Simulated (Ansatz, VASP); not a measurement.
## Au: VASP beside Ansatz

```xyz
1
Lattice="0.0000 2.0417 2.0417 2.0417 0.0000 2.0417 2.0417 2.0417 0.0000" Properties=species:S:1:pos:R:3 pbc="T T T"
Au    0.0000    0.0000    0.0000
```

Alike in both runs: functional PBEsol; k mesh 20 × 20 × 20; occupations fermi-dirac, width 0.15 eV; no spin polarisation.

Ansatz relaxed the structure, and its values are those at the end. VASP's run is a single point on that final structure, the one shown.

```csv
,VASP,Ansatz
version,VASP 6.6.1,Ansatz 0.2.0
potentials or method,"VASP PAW PBE potentials, release 64 (Au), cutoff 500 eV","scalar-relativistic, plane waves, PAW"
valence electrons in the cell,11,19
```

Ansatz gave:

* gap on the k mesh at the Fermi level (eV): none
* pressure (GPa): 0.0

Question: What did VASP give for the same quantities?

Answer: gap on the k mesh at the Fermi level (eV): none; pressure (GPa): -0.3.

VASP's potentials were made for PBE, not for PBEsol. A gap of «none» marks a metal or a gap that the smearing closes. With one functional, cell and mesh, what is left measures potentials, basis and numerics. VASP's potentials hold 11 valence electrons a cell and Ansatz's 19, so a difference there can come from the potentials and not from the codes.

Neither program's run includes spin-orbit coupling.
